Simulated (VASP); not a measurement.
Wanted: the native input for a VASP 6.6.1 run.

| Property | Result |
| --- | --- |
| Task | single point |
| Functional | PBE |
| Potentials or basis | VASP PAW PBE potentials, release 64 (Sn_d, H) |
| Cutoff | 520 eV |
| k mesh | 6 × 6 × 6 |
| Occupations | methfessel-paxton, width 0.001 eV |
| Spin | no spin polarisation |
| Dipole correction | no |
| Further INCAR settings | ALGO = Normal; EDIFF = 1e-07; NBANDS = 15 |

The structure of SnH2 lies in POSCAR:

```
SnH2
1.0
    0.0000000000      2.6545080103      2.6545080103
    2.6545080103      0.0000000000      2.6545080103
    2.6545080103      2.6545080103      0.0000000000
Sn H
1 2
Direct
    0.0000000000      0.0000000000      0.0000000000
    0.2500000000      0.2500000000      0.2500000000
    0.7500000000      0.7500000000      0.7500000000
```

These files were run (other wordings do the same):

INCAR

```
SYSTEM = SnH2
PREC = Accurate
ENCUT = 520
EDIFF = 1E-7
ISMEAR = 1
SIGMA = 0.001
LREAL = .FALSE.
LASPH = .TRUE.
NELM = 100
ALGO = Normal
ISIF = 2
LWAVE = .FALSE.
LCHARG = .FALSE.
GGA = PE
NBANDS = 15
```

KPOINTS

```
regular mesh
0
G
  6 6 6
  0 0 0
```

Potentials or basis: VASP PAW PBE potentials, release 64 (Sn_d, H).

Run with:

```console
$ cat potpaw_PBE.64/Sn_d/POTCAR potpaw_PBE.64/H/POTCAR > POTCAR
$ mpirun -np 1 vasp_std > vasp.out
```

It gave:

```json
{"Pressure": "1.5 GPa", "Band gap on the k mesh": "zero (band 8 reaches 10.66 eV, above the bottom of band 9 at 5.42 eV)"}
```

Caveat: spin-orbit coupling is left out, which moves the levels of the heavy elements.

Run time: 6.3 s on 1 thread of Intel(R) Xeon(R) 6975P-C (Granite Rapids), with other jobs on the host, peak memory 0.15 GiB.
